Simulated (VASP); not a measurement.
LiF (Griceite): single point with PBE

Crystal: LiF (Griceite).

```
CELL_PARAMETERS angstrom
0.00000 1.99487 1.99487
1.99487 0.00000 1.99487
1.99487 1.99487 0.00000
ATOMIC_POSITIONS crystal
Li 0.00000 0.00000 0.00000
F 0.50000 0.50000 0.50000
```

```
Program                : VASP 6.6.1
Task                   : single point
Functional             : PBE
Potentials or basis    : VASP PAW PBE potentials, release 64 (Li_sv, F)
Cutoff                 : 520 eV
k mesh                 : 6 × 6 × 6
Occupations            : gaussian, width 0.01 eV
Spin                   : no spin polarisation
Dipole correction      : no
Further INCAR settings : ALGO = Normal; EDIFF = 1e-07; NBANDS = 12
```

| Item | Value |
| --- | --- |
| Band gap on the k mesh | 9.35 eV, direct |

Levels at points of the mesh, in eV from the valence-band top:
```csv
k point,band 1,band 2,band 3,band 4,band 5,band 6,band 7,band 8,band 9,band 10
"(0.00, 0.00, 0.00)",-40.86,-20.05,0.00,0.00,0.00,9.35,24.35,24.35,24.35,24.61
"(0.50, 0.00, 0.00)",-40.79,-19.60,-2.60,-0.24,-0.24,10.92,17.08,19.12,19.12,30.88
"(0.50, 0.50, 0.00)",-40.78,-19.31,-3.13,-1.04,-1.04,15.08,16.61,17.80,20.58,20.58
```

Run time: 5.9 s on 1 thread of Intel Xeon 8259CL (shared host), peak memory 0.13 GiB.

Caveat: the k points lie up to 0.45 Å⁻¹ apart.
